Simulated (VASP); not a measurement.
# Sn2H3CSe4 in VASP: a series of runs

Sn2H3CSe4 is run at these levels: PBE+D3(BJ); tasks: single point.

Program: VASP 6.6.1. These are calculated values, not measurements. Logs are shortened: lines on timing, memory, paths and dates and some standing lists are left out, and cuts for length are marked.

## (1) The cell of the first run

The cell holds a slab with vacuum, 20 atoms: a = 7.678 Å, b = 7.678 Å, c = 23.263 Å, α = 90.00°, β = 90.00°, γ = 120.00°.

## (2) Single point, PBE+D3(BJ)

File INCAR:

```
  PREC = Accurate
  ENCUT = 520
  EDIFF = 1E-6
  ISMEAR = 0
  SIGMA = 0.05
  LREAL = Auto
  LASPH = T
  NELM = 60
  ALGO = Normal
  ISIF = 2
  LWAVE = F
  LCHARG = T
  LDIPOL = T
  IDIPOL = 3
  DIPOL = 0.5 0.5 0.500
  GGA = PE
  IVDW = 12
  LELF = T
  LVHAR = T
  LVACPOTAV = T
  NBANDS = 75
```

File KPOINTS:

```
Automatic mesh
0
Gamma
  3 3 1
```

File POSCAR:

```
Sn2H3CSe4
1.0
    7.6780971925      0.0000000000      0.0000000000
   -3.8390485963      6.6494272215      0.0000000000
    0.0000000000      0.0000000000     23.2626039983
Se Sn C H
8 4 2 6
Direct
    0.3333333333      0.1666666667      0.3438995910
    0.3333333333      0.6666666667      0.3438995910
    0.8333333333      0.1666666667      0.3438995910
    0.8333333333      0.6666666667      0.3438995910
    0.1665491048      0.3324755775      0.4808791918
    0.1665359257      0.8332716087      0.4811111898
    0.6668902911      0.3333633598      0.4811687402
    0.6670831201      0.8335136779      0.4811122814
    0.0000106173     -0.0001588680      0.4123933001
    0.0001585879      0.4998823858      0.4125060924
    0.5000381031     -0.0000540674      0.4125324358
    0.4999476903      0.4999768224      0.4125149935
    0.1562448126      0.4055329501      0.6392502029
    0.3082364522      0.6248817549      0.6259070221
    0.1291352211      0.3805442555      0.6857107117
    0.2089506215      0.3044480221      0.6238696567
    0.0106669305      0.3582766862      0.6185109783
    0.2555884511      0.7263515301      0.6409810196
    0.3351486857      0.6495383513      0.5793858016
    0.4542693570      0.6722245971      0.6463474489
```

Potentials or basis: VASP PAW PBE potentials, release 64 (Se, Sn_d, C, H).

Started as:

```
> cat potpaw_PBE.64/Se/POTCAR potpaw_PBE.64/Sn_d/POTCAR potpaw_PBE.64/C/POTCAR potpaw_PBE.64/H/POTCAR > POTCAR
> mpirun -np 1 vasp_std > vasp.out
```

OUTCAR:

```text
PREC = Accurate
   ENCUT = 520
   EDIFF = 1E-6
   ISMEAR = 0
   LREAL = Auto
   LASPH = T
   NELM = 60
   ISIF = 2
   GGA = PE
   IVDW = 12
 IVDW          = 12

 ion  position               nearest neighbor table
   1  0.333  0.167  0.344-   9 2.73  12 2.73  11 2.73
   2  0.333  0.667  0.344-  10 2.73  12 2.73  11 2.73
   3  0.833  0.167  0.344-  10 2.73   9 2.73  11 2.73
   4  0.833  0.667  0.344-   9 2.73  12 2.73  10 2.73
   5  0.167  0.332  0.481-   9 2.73  12 2.73  10 2.73
   6  0.167  0.833  0.481-   9 2.73  10 2.73  11 2.73
   7  0.667  0.333  0.481-  10 2.73  11 2.73  12 2.73
   8  0.667  0.834  0.481-   9 2.73  11 2.73  12 2.73
   9  0.000  1.000  0.412-   5 2.73   4 2.73   1 2.73   8 2.73   3 2.73   6 2.73
  10  0.000  0.500  0.413-   2 2.73   5 2.73   3 2.73   6 2.73   7 2.73   4 2.73
  11  0.500  1.000  0.413-   2 2.73   3 2.73   8 2.73   6 2.73   1 2.73   7 2.73
  12  0.500  0.500  0.413-   5 2.73   2 2.73   1 2.73   4 2.73   8 2.73   7 2.73
  13  0.156  0.406  0.639-  17 1.10  16 1.10  15 1.10  14 1.53
  14  0.308  0.625  0.626-  20 1.10  18 1.10  19 1.10  13 1.53
  15  0.129  0.381  0.686-  13 1.10
  16  0.209  0.304  0.624-  13 1.10
  17  0.011  0.358  0.619-  13 1.10
  18  0.256  0.726  0.641-  14 1.10
  19  0.335  0.650  0.579-  14 1.10
  20  0.454  0.672  0.646-  14 1.10

  LATTYP: Found a hexagonal cell.
 ALAT       =     7.6780971925
 C/A-ratio  =     3.0297355471

  Lattice vectors:

 A1 = (   7.6780971925,   0.0000000000,   0.0000000000)
 A2 = (  -3.8390485963,   6.6494272215,   0.0000000000)
 A3 = (   0.0000000000,   0.0000000000,  23.2626039983)

Analysis of symmetry for initial positions (statically):
=====================================================================
 Subroutine PRICEL returns:
 Original cell was already a primitive cell.

 Routine SETGRP: Setting up the symmetry group for a
 hexagonal supercell.

 Subroutine GETGRP returns: Found  1 space group operations
 (whereof  1 operations were pure point group operations)
 out of a pool of 24 trial point group operations.

The static configuration has the point symmetry C_1 .

Analysis of symmetry for dynamics (positions and initial velocities):
=====================================================================
 Subroutine PRICEL returns:
 Original cell was already a primitive cell.

 Routine SETGRP: Setting up the symmetry group for a
 hexagonal supercell.

 Subroutine GETGRP returns: Found  1 space group operations
 (whereof  1 operations were pure point group operations)
 out of a pool of 24 trial point group operations.

The dynamic configuration has the point symmetry C_1 .

[... 127 lines left out ...]
   EMIN   =  10.00;   EMAX   =-10.00  energy-range for DOS
   EFERMI =   0.00;   METHOD = LEGACY
   ISMEAR =     0;   SIGMA  =   0.05  broadening in eV -4-tet -1-fermi 0-gaus
   EFERMI_NEDOS =   21; number of points for ismear=-14 and -15
   IALGO  =     38    algorithm
   IMIX   =      4    mixing-type and parameters
     AMIX     =   0.40;   BMIX     =  1.00
     AMIX_MAG =   1.60;   BMIX_MAG =  1.00
  volume/ion in A,a.u.               =      59.38       400.74
  Fermi-wavevector in a.u.,A,eV,Ry     =   0.758234  1.432855  7.822252  0.574919
  Thomas-Fermi vector in A             =   1.856759
   LORBIT       =      0    0 simple, 1 ext, 2 COOP (PROOUT), +10 PAW based schemes
   GGA     = PE    functional components
   LHFCALC =     F    Hartree Fock is set to
   AEXX    =    0.0000 exact exchange contribution
   IVDW    =    12    specifies the selected vdW correction
   LEPSILON=     F    determine dielectric tensor
   LRPA    =     F    only Hartree local field effects (RPA)
 non-spin polarized calculation
 Gauss-broadening in eV      SIGMA  =   0.05
  energy-cutoff  :      520.00
  volume of cell :     1187.67
 maximum number of plane-waves:     32061
 NGX is ok and might be reduce to    60
   NGX = 29   NGY = 29   NGZ = 87

 dipolmoment           0.000000      0.000000      0.017838 electrons x Angstroem

 number of electron     118.0000005 magnetization

 dipolmoment           0.000000      0.000000     -0.021659 electrons x Angstroem

 Free energy of the ion-electron system (eV)
  ---------------------------------------------------
  ext. energy  EPLUGINS =         0.00000000
  ---------------------------------------------------
  free energy    TOTEN  =       -87.89287954 eV

  energy without entropy =      -87.89287954  energy(sigma->0) =      -87.89287954

 E-fermi :  -2.8989     XC(G=0):  -3.4581

 val. band max:       -3.1649502438   @ k =   0.0000   0.3333   0.0000
 cond. band min:      -2.3779295553   @ k =   0.0000   0.0000   0.0000
 fundamental gap:      0.7870206886
 Fermi energy:        -2.8988711416

 k-point     1 :       0.0000    0.0000    0.0000
  band No.  band energies     occupation
      1     -24.3499      2.00000
      2     -24.3480      2.00000
      3     -24.3474      2.00000
      4     -24.3025      2.00000
      5     -24.3024      2.00000
      6     -24.2819      2.00000
[... 359 lines left out ...]
     70       2.0790      0.00000
     71       2.0842      0.00000
 [bands above 71 left out]

------------------------ aborting loop because EDIFF is reached ----------------------------------------

 Edisp (eV)   -3.30283

 E8    (eV) :    -1.4817

  FORCE on cell =-STRESS in cart. coord.  units (eV):
  Direction    XX          YY          ZZ          XY          YZ          ZX
  --------------------------------------------------------------------------------------
  -------------------------------------------------------------------------------------
  Total      -0.81330    -0.77604    -0.10997     0.00959     0.04384    -0.05728
  in kB      -1.09714    -1.04689    -0.14835     0.01293     0.05914    -0.07727
  external pressure =       -0.76 kB  Pullay stress =        0.00 kB

 VOLUME and BASIS-vectors are now :
 -----------------------------------------------------------------------------
  energy-cutoff  :      520.00
  volume of cell :     1187.67
      direct lattice vectors                 reciprocal lattice vectors
     7.678097193  0.000000000  0.000000000     0.130240602  0.075194447  0.000000000
    -3.839048596  6.649427221  0.000000000     0.000000000  0.150388893  0.000000000
     0.000000000  0.000000000 23.262603998     0.000000000  0.000000000  0.042987449

 POSITION                                       TOTAL-FORCE (eV/Angst)
 -----------------------------------------------------------------------------------
      1.91952      1.10824      8.00000         0.017399      0.001575     -0.024480
     -0.00000      4.43295      8.00000         0.000982      0.006543     -0.015898
      5.75857      1.10824      8.00000        -0.012430      0.002502     -0.024542
      3.83905      4.43295      8.00000         0.000597     -0.013464     -0.019954
      0.00239      2.21077     11.18650         0.003899     -0.010625      0.007781
     -1.92029      5.54078     11.19190        -0.004779     -0.001339      0.027065
[... 12 lines left out ...]
      0.07969      4.31906     13.47802        -0.000496      0.002115      0.002138
      0.90722      4.46991     15.03572         0.003603      0.006429     -0.002573
 -----------------------------------------------------------------------------------
    total drift:                                0.009783     -0.016264      0.083670

  FREE ENERGIE OF THE ION-ELECTRON SYSTEM (eV)
  ---------------------------------------------------
  free  energy   TOTEN  =       -91.1957047036 eV

  energy  without entropy=      -91.1957047036  energy(sigma->0) =      -91.19570470

 vacuum level on the upper side and lower side of the slab         2.766         2.842
```

OSZICAR:

```text
N       E                     dE             d eps       ncg     rms          rms(c)
DAV:   1     0.977318242989E+03    0.97732E+03   -0.47287E+04   870   0.128E+03
DAV:   2     0.537671779716E+02   -0.92355E+03   -0.90231E+03   974   0.282E+02
DAV:   3    -0.876209941803E+02   -0.14139E+03   -0.14060E+03   937   0.132E+02
[... 16 lines left out ...]
DAV:  20    -0.878928350587E+02   -0.32910E-04   -0.11292E-06   700   0.256E-03    0.677E-04
DAV:  21    -0.878928604182E+02   -0.25359E-04   -0.93332E-07   708   0.249E-03    0.386E-04
DAV:  22    -0.878928763858E+02   -0.15968E-04   -0.10419E-06   681   0.197E-03    0.341E-04
DAV:  23    -0.878928787495E+02   -0.23638E-05   -0.87905E-08   636   0.113E-03    0.247E-04
DAV:  24    -0.878928795419E+02   -0.79240E-06   -0.17676E-08   540   0.830E-04
   1 F= -.91195705E+02 E0= -.91195705E+02  d E =-.868410E-14
```

Wall time 27 min (1 thread of AMD EPYC 9R14 (Zen 4), shared host); peak memory 1.3 GiB.

Results:

```yaml
Free_energy: -91.1957 eV
Largest_force: 0.032 eV/Å
Band_gap_on_the_k_mesh: 0.79 eV (least direct gap 0.85 eV)
Dispersion_energy_per_atom: -0.165 eV
```

Forces in eV/Å, atoms in the order of the input:
```
Se   0.017  0.002 -0.024
Se   0.001  0.007 -0.016
Se  -0.012  0.003 -0.025
Se   0.001 -0.013 -0.020
Se   0.004 -0.011  0.008
Se  -0.005 -0.001  0.027
Se   0.004  0.002  0.032
Se   0.007  0.005  0.024
Sn   0.004 -0.006  0.009
Sn  -0.007  0.003  0.007
Sn  -0.001  0.002  0.008
Sn   0.006  0.000  0.007
C   -0.007 -0.014  0.005
C    0.000  0.022 -0.010
H   -0.003  0.001 -0.003
H    0.003 -0.006 -0.007
H   -0.015 -0.005 -0.013
H    0.000  0.003 -0.006
H    0.000  0.002  0.002
H    0.004  0.006 -0.003
```

Caveat: spin-orbit coupling is left out, which moves the levels of the heavy elements.

## (3) Single point, PBE+D3(BJ)

This run uses another cell than the first one.

File INCAR:

```
SYSTEM = Sn2H3CSe4
PREC = Accurate ; ENCUT = 520
EDIFF = 1E-6 ; ISMEAR = 0
SIGMA = 0.05 ; LREAL = Auto
LASPH = .True. ; NELM = 100
ALGO = Normal ; ISIF = 2
LWAVE = .False. ; LCHARG = .True.
LDIPOL = .True. ; IDIPOL = 3
DIPOL = 0.5 0.5 0.508 ; GGA = PE
IVDW = 12 ; LELF = .True.
LVHAR = .True. ; LVACPOTAV = .True.
NBANDS = 75
```

File KPOINTS:

```
regular mesh
0
Gamma
  3 3 1
  0 0 0
```

File POSCAR:

```
Sn2H3CSe4
1.0
    7.6780971925      0.0000000000      0.0000000000
   -3.8390485963      6.6494272215      0.0000000000
    0.0000000000      0.0000000000     23.4600039983
Se Sn C H
8 4 2 6
Direct
    0.3333333333      0.1666666667      0.3410059095
    0.3333333333      0.6666666667      0.3410059095
    0.8333333333      0.1666666667      0.3410059095
    0.8333333333      0.6666666667      0.3410059095
    0.1666142209      0.3334328648      0.4771430913
    0.1655893496      0.8329705367      0.4767297064
    0.6662741150      0.3329313199      0.4771475060
    0.6664377415      0.8332862911      0.4770823797
   -0.0001249303      0.0001850495      0.4089882324
   -0.0002688259      0.4996991066      0.4089961849
    0.4998543486     -0.0000489907      0.4090364279
    0.4998421266      0.4998592751      0.4090471362
    0.3940788557      0.9012629496      0.6882391840
    0.3518565879      0.8828279987      0.6242939690
    0.2947007172      0.9417352174      0.7112478953
    0.5497558107      1.0172473463      0.6976422189
    0.3705214826      0.7590594943      0.7062819841
    0.1958955410      0.7673403125      0.6148652351
    0.4504439577      0.8417160436      0.6010626545
    0.3756721880      1.0250096259      0.6061014135
```

Potentials or basis: VASP PAW PBE potentials, release 64 (Se, Sn_d, C, H).

Started as:

```
> cat potpaw_PBE.64/Se/POTCAR potpaw_PBE.64/Sn_d/POTCAR potpaw_PBE.64/C/POTCAR potpaw_PBE.64/H/POTCAR > POTCAR
> mpirun -np 1 vasp_std > vasp.out
```

Run time: 28 min. Hardware: 1 thread of AMD EPYC 9R14 (Zen 4), shared host; peak memory 1.3 GiB.

The run converged. Its results:

* Free energy: -91.1479 eV
* Largest force: 0.032 eV/Å
* Band gap on the k mesh: 0.79 eV (least direct gap 0.85 eV)
* Dispersion energy per atom: -0.162 eV

Forces on the atoms (eV/Å):
```
Se   0.001  0.009 -0.013
Se   0.006 -0.004 -0.007
Se  -0.006 -0.002 -0.012
Se  -0.017 -0.012 -0.016
Se  -0.001  0.000 -0.003
Se   0.004  0.002  0.021
Se   0.002 -0.001  0.005
Se   0.001  0.001  0.004
Sn   0.006 -0.011  0.008
Sn  -0.011  0.015  0.006
Sn  -0.013 -0.010  0.013
Sn   0.007  0.007  0.000
C   -0.009 -0.012  0.007
C    0.010  0.004 -0.021
H   -0.010  0.007  0.014
H    0.023  0.023  0.004
H    0.011 -0.021  0.015
H   -0.008 -0.012  0.000
H    0.014 -0.004 -0.010
H   -0.007  0.021 -0.013
```

Levels at points of the mesh, in eV from the valence-band top:
```csv
k point,band 57,band 58,band 59,band 60,band 61,band 62
"(0.00, 0.00, 0.00)",-0.32,-0.07,-0.07,0.79,0.79,0.80
```

Caveat: spin-orbit coupling is left out, which moves the levels of the heavy elements.
